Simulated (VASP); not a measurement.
Runs of VASP 6.6.1 on AlN. The structure is that of space group Fm-3m (No. 225), or close to it. The cells are those of the table. 

| task | level | cell | k mesh | cutoff (eV) | smearing | gap on the mesh (eV) | pressure (GPa) |
| --- | --- | --- | --- | --- | --- | --- | --- |
| single point | PBEsol | a = 2.860 Å, angles 60.0°, 2 atoms | 10 × 10 × 10 | 600 | gaussian 0.02 eV | 4.54 | -0.3 |
| single point | PBEsol | a = 2.860 Å, angles 60.0°, 2 atoms | 10 × 10 × 10 | 520 | gaussian 0.02 eV | 4.54 | (b) |
| single point | r2SCAN | a = 2.860 Å, angles 60.0°, 2 atoms | 10 × 10 × 10 | 660 | gaussian 0.02 eV | 5.47 | (a) |
| relaxation of cell and atoms | PBEsol | relaxed from a = 2.877 Å, angles 60.0°, 2 atoms | 10 × 10 × 10 | 600 | gaussian 0.02 eV | 4.55 | 0.0 |
| single point | PBEsol | a = 2.877 Å, angles 60.0°, 2 atoms | 8 × 8 × 8 | 600 | gaussian 0.1 eV | 4.37 | -4.7 |

Alike in all rows: potentials or basis VASP PAW PBE potentials, release 64 (Al, N); no spin polarisation.

Fill in the values left out.

(a) -2.2; (b) -0.1.

Caveats: the PAW data sets were made with another functional, which shifts forces and pressure a little.

A k mesh can miss the band edges.
